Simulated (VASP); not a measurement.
TlCuF6: single point with LDA

TlCuF6:

```
CELL_PARAMETERS angstrom
5.61237 0.00000 0.00000
2.80619 4.86046 0.00000
2.80619 1.62015 4.58248
ATOMIC_POSITIONS crystal
Tl 0.00000 0.00000 0.00000
Cu 0.50000 0.50000 0.50000
F 0.26664 0.26664 0.73336
F 0.26664 0.73336 0.73336
F 0.73336 0.73336 0.26664
F 0.26664 0.73336 0.26664
F 0.73336 0.26664 0.73336
F 0.73336 0.26664 0.26664
```

```
Program             : VASP 6.6.1
Task                : single point
Functional          : LDA
Potentials or basis : VASP PAW LDA potentials, release 64 (Tl_d, Cu, F)
Cutoff              : 600 eV
k mesh              : 5 × 5 × 5
Occupations         : gaussian, width 0.02 eV
Spin                : no spin polarisation
```

| Property | Result |
| --- | --- |
| Pressure | 0.2 GPa |
| Largest force | 0.083 eV/Å |
| Band gap on the k mesh | zero (band 33 reaches -0.89 eV, above the bottom of band 34 at -1.64 eV) |

Forces on the atoms (eV/Å):
```
Tl   0.000  0.000  0.000
Cu   0.000  0.000  0.000
F   -0.059 -0.034  0.048
F    0.000  0.068  0.048
F    0.059  0.034 -0.048
F   -0.059  0.034 -0.048
F    0.059 -0.034  0.048
F    0.000 -0.068 -0.048
```

Levels at points of the mesh, in eV from the Fermi level:
```
           k point  band 30  band 31  band 32  band 33  band 34  band 35  band 36  band 37
(0.00, 0.00, 0.00)    -1.31    -1.31    -1.31     0.74     0.74     2.19     8.37    10.01
```

Wall time 81 s on 1 thread of AMD EPYC 9R45 96-Core Processor (Zen 5), with other jobs on the host, peak memory 0.26 GiB.

Caveat: spin-orbit coupling is left out, which moves the levels of the heavy elements; semilocal functionals often make such compounds metallic where correlation or magnetic order opens a gap, which also shifts bond lengths. With open d or f shells a metallic result of LDA can be an artefact of self-interaction; +U or a hybrid may open a gap.
